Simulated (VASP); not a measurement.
## Au: single point with PBEsol

The system is Au.

```
Au
1.0
     2.82701    0.00000    0.00000
    -1.41350    2.44826    0.00000
     1.41350    0.81609    2.41873
Au
1
Cartesian
  0.0000 0.0000 0.0000
```

- Program: VASP 6.6.1
- Task: single point
- Functional: PBEsol
- Potentials or basis: VASP PAW PBE potentials, release 64 (Au)
- Cutoff: 500 eV
- k mesh: 12 × 12 × 14
- Occupations: gaussian, width 0.1 eV
- Spin: no spin polarisation
- Dipole correction: no
- Further INCAR settings: ALGO = Normal; EDIFF = 1e-06; NBANDS = 12; ISYM = 0

| Quantity | Value |
| --- | --- |
| Pressure | 3.0 GPa |
| Band gap on the k mesh | zero (an odd number of electrons rules out a gap without spin polarisation) |

Stress tensor (GPa, compression positive):
```
4.41 0.09 0.19
0.09 4.31 0.11
0.19 0.11 0.21
```

Levels at points of the mesh, in eV from the Fermi level:
```
           k point  band 3  band 4  band 5  band 6  band 7  band 8  band 9  band 10
(0.00, 0.00, 0.00)   -4.71   -4.71   -3.21   -3.21   14.34   17.61   19.07    19.07
(0.50, 0.00, 0.00)   -2.08   -1.68   -1.63    0.88    5.88    9.43   10.54    17.25
(0.00, 0.50, 0.00)   -4.60   -2.14   -1.83   -1.02    3.34   13.73   16.64    17.33
(0.50, 0.50, 0.00)   -4.60   -2.14   -1.83   -1.02    3.34   13.73   16.64    17.33
(0.00, 0.00, 0.50)   -4.83   -2.07   -2.07   -1.47    2.50   14.24   17.93    17.94
(0.50, 0.00, 0.50)   -4.60   -2.14   -1.83   -1.02    3.34   13.73   16.64    17.33
(0.00, 0.50, 0.50)   -2.08   -1.68   -1.63    0.88    5.88    9.43   10.54    17.25
(0.50, 0.50, 0.50)   -2.08   -1.68   -1.63    0.88    5.88    9.43   10.54    17.25
```

Wall time 2.6 min on 1 thread of Intel Xeon 8259CL, on a shared host, peak memory 0.3 GiB.

Caveat: the PAW data sets were made with another functional, which shifts forces and pressure a little; spin-orbit coupling is left out, which moves the levels of the heavy elements.
